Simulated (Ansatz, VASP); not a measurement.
## Two plane-wave programs on Al2Ru

Contents of INCAR:

```
SYSTEM = Al2Ru
PREC = Accurate
ENCUT = 520
EDIFF = 1E-6
ISMEAR = 0
SIGMA = 0.1
LREAL = .False.
LASPH = .True.
NELM = 80
ALGO = Fast
ISIF = 2
LWAVE = .False.
LCHARG = .False.
GGA = PS
NBANDS = 17
```

KPOINTS

```
Automatic mesh
0
Gamma
  24 24 24
  0 0 0
```

File POSCAR:

```
Al2Ru
1.0
   -1.5604216200      1.5604216200      4.2218055900
    1.5604216200     -1.5604216200      4.2218055900
    1.5604216200      1.5604216200     -4.2218055900
Al Ru
2 1
Direct
    0.6592021900      0.6592021900      0.0000000000
    0.3407978100      0.3407978100      0.0000000000
    0.0000000000      0.0000000000      0.0000000000
```

Input for Ansatz:

```yaml
crystal:
  lattice:
    - [-1.56042162, 1.56042162, 4.22180559]
    - [1.56042162, -1.56042162, 4.22180559]
    - [1.56042162, 1.56042162, -4.22180559]
  atoms:
    - { symbol: Al, position: [0.65920219, 0.65920219, 0.0] }
    - { symbol: Al, position: [0.34079781, 0.34079781, 0.0] }
    - { symbol: Ru, position: [0.0, 0.0, 0.0] }
basis:
  ecutwfc: 420
kpoints:
  mp_grid: { grid: [24, 24, 24] }
hamiltonian:
  xc: pbesol
scf:
  occupations: { method: gaussian, width: 0.1 }
output:
  forces: true
  stress: true
  eigenvalues: true
```

Alike in both runs: task single point; functional PBEsol; k mesh 24 × 24 × 24; occupations gaussian, width 0.1 eV; no spin polarisation.

|  | VASP | Ansatz |
| --- | --- | --- |
| version | VASP 6.6.1 | Ansatz 0.2.0 |
| potentials or method | VASP PAW PBE potentials, release 64 (Al, Ru_pv), cutoff 520 eV | scalar-relativistic, plane waves, PAW |
| valence electrons in the cell | 20 | 22 |

|  | VASP | Ansatz | Ansatz less VASP |
| --- | --- | --- | --- |
| gap on the k mesh at the Fermi level (eV) | none | none | - |
| pressure (GPa) | -0.4 | -0.4 | -0.08 |
| traceless stress, the component that is largest in VASP (GPa) | -0.45 | -0.47 | -0.021 |
| rms of the force components (eV/Å) | 0.023 | 0.023 | +0.0004 |

VASP's potentials were made for PBE, not for PBEsol. Atom by atom the forces differ by 0.000 eV/Å (rms over components). A gap of «none» marks a metal or a gap that the smearing closes. VASP's potentials hold 20 valence electrons a cell and Ansatz's 22, so a difference there can come from the potentials and not from the codes.
